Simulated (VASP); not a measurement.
Runs of VASP 6.6.1 on Na2BrF. Symmetry: P4/mmm, No. 123, tetragonal system. Conventional cell: a = 3.889 Å, b = 3.889 Å, c = 5.431 Å, α = 90.00°, β = 90.00°, γ = 90.00°. F (site symmetry 4/mmm) has 6 Na at 2.72 to 2.75 Å within 3.6 Å. Within 3.6 Å of Na (site symmetry 4/mmm) lie 2 F at 2.72 Å and 4 Br at 2.75 Å. Within 3.6 Å of Na (site symmetry 4/mmm) lie 2 Br at 2.72 Å and 4 F at 2.75 Å. Br (site symmetry 4/mmm) has 6 Na at 2.72 to 2.75 Å within 3.6 Å. 

```csv
level,potentials or basis,k mesh,cutoff (eV),grid for exact exchange (PRECFOCK),share of exact exchange,screening parameter,gap on the mesh (eV),pressure (GPa)
LDA,"VASP PAW LDA potentials, release 64 (F, Na_pv, Br)",4 × 4 × 2,600,-,-,-,4.28,-2.0
PBE,"VASP PAW PBE potentials, release 64 (F, Na_pv, Br)",6 × 6 × 4,600,-,-,-,4.62,1.3
HSE06,"VASP PAW PBE potentials, release 64 (F, Na_pv, Br)",4 × 4 × 2,520,Normal,0.25,0.2079 1/Å,(b),0.6
PBE,"VASP PAW PBE potentials, release 64 (F, Na_pv, Br)",4 × 4 × 2,600,-,-,-,4.62,1.3
r2SCAN,"VASP PAW PBE potentials, release 64 (F, Na_pv, Br)",4 × 4 × 2,660,-,-,-,5.40,(a)
```

Alike in all rows: task single point; no spin polarisation; cell as given; smearing gaussian 0.01 eV.

Fill in the values left out.

(a) -0.3; (b) 6.07.

Caveats: some runs use coarse meshes; the PAW data sets were made with another functional, which shifts forces and pressure a little (at least some runs).

A k mesh can miss the band edges, and the runs leave out spin-orbit coupling on Br.
